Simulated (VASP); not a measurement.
Wanted: the native input for a VASP 6.6.1 run.

| Property | Result |
| --- | --- |
| Task | single point |
| Functional | PBE |
| Potentials or basis | VASP PAW PBE potentials, release 64 (Bi_d, Ru_pv, O) |
| Cutoff | 520 eV |
| k mesh | 4 × 4 × 4 |
| Occupations | gaussian, width 0.1 eV |
| Spin | collinear spin, ferromagnetic start |
| Starting moments | [0.0, 1.0, 0.0, 0.0, 0.0, 0.0] μB |
| Dipole correction | no |
| Further INCAR settings | ALGO = Normal; EDIFF = 1e-06; NBANDS = 40 |

The structure of BiRuO4 lies in POSCAR:

```
BiRuO4
1.0
    0.0000000000      3.3617636300      3.3617636300
    3.3617636300      0.0000000000      3.3617636300
    3.3617636300      3.3617636300      0.0000000000
Bi Ru O
1 1 4
Direct
    0.2500000000      0.2500000000      0.2500000000
    0.0000000000      0.0000000000      0.0000000000
    0.1283622400      0.6238792500      0.6238792500
    0.6238792500      0.1283622400      0.6238792500
    0.6238792500      0.6238792500      0.1283622400
    0.6238792500      0.6238792500      0.6238792500
```

One way to write it, as run:

INCAR

```
ALGO = Normal
EDIFF = 1E-6
ENCUT = 520
GGA = PE
ISIF = 2
ISMEAR = 0
ISPIN = 2
LASPH = True
LCHARG = False
LMAXMIX = 4
LORBIT = 11
LREAL = False
LWAVE = False
MAGMOM = 0 1 0 0 0 0
NBANDS = 40
NELM = 150
PREC = Accurate
SIGMA = 0.1
```

KPOINTS

```
k-points
0
Gamma
  4 4 4
```

Potentials or basis: VASP PAW PBE potentials, release 64 (Bi_d, Ru_pv, O).

The run is started by

```bash
$ cat potpaw_PBE.64/Bi_d/POTCAR potpaw_PBE.64/Ru_pv/POTCAR potpaw_PBE.64/O/POTCAR > POTCAR
$ mpirun -np 1 vasp_std > vasp.out
```

It gave:

The pressure is -12.2 GPa and the largest force is 0.137 eV/Å. The net moment is 0.00 μB per cell and the valence electrons inside the program's atomic spheres are Bi 12.49; Ru 12.18; O 4.70.

Caveat: the k points lie up to 0.40 Å⁻¹ apart.

Wall time 2.2 min on 1 thread of Intel(R) Xeon(R) Platinum 8559C (Emerald Rapids), on a shared host, peak memory 0.27 GiB.
